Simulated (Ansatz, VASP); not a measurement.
Two plane-wave programs on Rh

```
Rh
1.0
     0.00000    1.90081    1.90081
     1.90081    0.00000    1.90081
     1.90081    1.90081    0.00000
Rh
1
Direct
  0.00000 0.00000 0.00000
```

Alike in both runs: task single point; functional r2SCAN; k mesh 14 × 14 × 14; occupations methfessel-paxton of order 1, width 0.1 eV; no spin polarisation.

|  | VASP | Ansatz |
| --- | --- | --- |
| version | VASP 6.6.1 | Ansatz 0.2.0 |
| potentials or method | VASP PAW PBE potentials, release 64 (Rh_sv_GW), cutoff 580 eV | plane waves (500 eV) with PAW, scalar-relativistic |
| valence electrons in the cell | 17 | 17 |

```csv
,VASP,Ansatz,Ansatz less VASP
pressure (GPa),-2.0,-0.4,+1.60
```

VASP's potentials were made for PBE, not for r2SCAN. The functional is the same, so the differences come from potentials, cutoffs and numerics.
